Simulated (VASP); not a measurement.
A run of VASP 6.6.1 is set up as follows.

INCAR

```
ALGO = Normal ; EDIFF = 1E-7
ENCUT = 520 ; GGA = PS
ISIF = 2 ; ISMEAR = -1
LASPH = T ; LCHARG = F
LREAL = F ; LWAVE = F
NBANDS = 13 ; NELM = 80
PREC = Accurate ; SIGMA = 0.05
```

Contents of KPOINTS:

```
k-points
0
Gamma
  13 13 13
```

The input POSCAR:

```
Pb
1.0
    2.9281989694      0.0000000000      0.0000000000
    0.0000000000      2.9281989694      0.0000000000
    0.0000000000      0.0000000000      2.9281989694
Pb
1
Direct
    0.0000000000      0.0000000000      0.0000000000
```

Potentials or basis: VASP PAW PBE potentials, release 64 (Pb_d).

Launch:

```sh
$ cat potpaw_PBE.64/Pb_d/POTCAR > POTCAR
$ mpirun -np 1 vasp_std > vasp.out
```

Q: Estimate the band gap on the k mesh.

A: Zero (band 7 reaches 15.21 eV, above the bottom of band 8 at 6.84 eV).

Q: Estimate the pressure.

A: 19.8 GPa.

Caveat: the PAW data sets were made with another functional, which shifts forces and pressure a little; spin-orbit coupling is left out, which moves the levels of the heavy elements.
